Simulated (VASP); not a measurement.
Runs of VASP 6.6.1 on CsBr. The structure is that of space group Pm-3m (No. 221), or close to it. The cells are those of the table. 

```csv
task,cell,cutoff (eV),gap on the mesh (eV),pressure (GPa)
single point,"a = 4.250 Å, 2 atoms",500,4.61,1.6
single point,"a = 4.321 Å, 2 atoms",500,4.42,0.7
electric field gradients,"a = 4.321 Å, 2 atoms",400,4.42,0.7
single point,"a = 4.356 Å, 2 atoms",500,4.33,0.3
electric field gradients,"a = 4.213 Å, 2 atoms",400,4.72,2.1
electric field gradients,"a = 4.286 Å, 2 atoms",400,(a),1.1
electric field gradients,"a = 4.250 Å, 2 atoms",400,4.61,(b)
single point,"a = 4.213 Å, 2 atoms",500,4.72,2.1
```

Alike in all rows: level PBE; potentials or basis VASP PAW PBE potentials, release 64 (Cs_sv, Br); no spin polarisation; k mesh 6 × 6 × 6; smearing fermi-dirac 0.03 eV.

Q: Estimate the missing entries.

A: (a) 4.52; (b) 1.5.

Caveats: spin-orbit coupling is left out, which moves the levels of the heavy elements.

A k mesh can miss the band edges, and the runs leave out spin-orbit coupling on Br, Cs.
